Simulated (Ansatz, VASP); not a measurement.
## P: VASP beside Ansatz

INCAR

```
SYSTEM = P
PREC     = Accurate       ! precision mode
ENCUT    = 520            ! plane-wave cutoff, eV
EDIFF    = 1E-7           ! SCF threshold, eV
ISMEAR   = 0              ! smearing method
SIGMA    = 0.05           ! smearing width, eV
LREAL    = .False.        ! projectors in reciprocal space
LASPH    = .True.         ! aspherical terms in the spheres
NELM     = 60             ! most SCF steps
ALGO     = Normal         ! electronic algorithm
ISIF     = 2              ! what is computed and relaxed
LWAVE    = .False.        ! write WAVECAR
LCHARG   = .False.        ! write CHGCAR
NBANDS   = 18             ! bands
```

File KPOINTS:

```
Automatic mesh
0
Gamma
  8 1 6
  0 0 0
```

Contents of POSCAR:

```
P
1.0
    3.2837277200      0.0000000000      0.0000000000
    0.0000000000     34.8570309900      0.0000000000
    0.0000000000      0.0000000000      4.6320847100
P
4
Direct
    0.0170557432      0.9702614300      0.5813817729
    0.0000000000      0.0297385700      0.4078492800
    0.5000000000      0.0297385700      0.0921507200
    0.5000000000      0.9702614300      0.9078492800
```

Input for Ansatz:

```yaml
crystal:
  lattice:
    - [3.28372772, 0.0, 0.0]
    - [0.0, 34.85703099, 0.0]
    - [0.0, 0.0, 4.63208471]
  atoms:
    - { symbol: P, position: [0.0170557432, 0.97026143, 0.5813817729] }
    - { symbol: P, position: [0.0, 0.02973857, 0.40784928] }
    - { symbol: P, position: [0.5, 0.02973857, 0.09215072] }
    - { symbol: P, position: [0.5, 0.97026143, 0.90784928] }
basis:
  ecutwfc: 420
kpoints:
  mp_grid: { grid: [8, 1, 6] }
hamiltonian:
  xc: lda
scf:
  occupations: { method: gaussian, width: 0.05 }
output:
  forces: true
  stress: true
  eigenvalues: true
```

Alike in both runs: task single point; functional LDA; k mesh 8 × 1 × 6; occupations gaussian, width 0.05 eV; no spin polarisation.

|  | VASP | Ansatz |
| --- | --- | --- |
| version | VASP 6.6.1 | Ansatz 0.2.0 |
| potentials or method | VASP PAW LDA potentials, release 64 (P), cutoff 520 eV | scalar-relativistic, plane waves, PAW |
| valence electrons in the cell | 20 | 20 |

```tsv
	VASP	Ansatz	Ansatz less VASP
gap on the k mesh at the Fermi level (eV)	0.94	0.93	-0.014
least direct gap on the mesh (eV)	0.94	0.93	-0.014
rms of the force components (eV/Å)	0.272	0.270	-0.0018
```

LDA's correlation is that of Perdew and Zunger in VASP and of Perdew and Wang (1992) in Ansatz. Atom by atom the forces differ by 0.024 eV/Å (rms over components).
